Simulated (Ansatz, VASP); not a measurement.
# YS in VASP and in Ansatz

INCAR

```
  PREC = Accurate
  ENCUT = 520
  EDIFF = 1E-8
  ISMEAR = -1
  SIGMA = 0.01
  LREAL = F
  LASPH = T
  NELM = 60
  ALGO = Normal
  ISIF = 2
  LWAVE = F
  LCHARG = F
  GGA = CA
  LEFG = T
  NBANDS = 16
```

The input KPOINTS:

```
Automatic mesh
0
Gamma
  8 8 8
```

POSCAR

```
YS
1.0
    0.0000000000      2.7065691031      2.7065691031
    2.7065691031      0.0000000000      2.7065691031
    2.7065691031      2.7065691031      0.0000000000
Y S
1 1
Direct
    0.5000000000      0.5000000000      0.5000000000
    0.0000000000      0.0000000000      0.0000000000
```

Input for Ansatz:

```yaml
crystal:
  lattice:
    - [0.0, 2.7065691031, 2.7065691031]
    - [2.7065691031, 0.0, 2.7065691031]
    - [2.7065691031, 2.7065691031, 0.0]
  atoms:
    - { symbol: "Y", position: [0.5, 0.5, 0.5] }
    - { symbol: S, position: [0.0, 0.0, 0.0] }
kpoints:
  mp_grid: { grid: [8, 8, 8] }
scf:
  occupations: { method: fermi_dirac, width: 0.01 }
hamiltonian:
  xc: lda
  pseudopotentials: { kind: paw }
output:
  forces: true
  stress: true
  eigenvalues: true
  efg: { contact_densities: true }
  write_density: true
  write_potential: true
  elf: true
  volumetric_format: npy
```

Change from the starting cell: volume scaled by 0.96, PAW files.

Alike in both runs: task electric field gradients; functional LDA; k mesh 8 × 8 × 8; occupations fermi-dirac, width 0.01 eV; no spin polarisation.

```csv
,VASP,Ansatz
version,VASP 6.6.1,Ansatz 0.2.0
potentials or method,"VASP PAW LDA potentials, release 64 (Y_sv, S)","PAW with Ansatz's default frozen-core files, scalar-relativistic"
plane-wave cutoff (eV),520,420
valence electrons in the cell,17,17
```

|  | VASP | Ansatz | Ansatz less VASP |
| --- | --- | --- | --- |
| pressure (GPa) | 0.4 | 0.4 | -0.04 |

LDA's correlation is that of Perdew and Zunger in VASP and of Perdew and Wang (1992) in Ansatz.
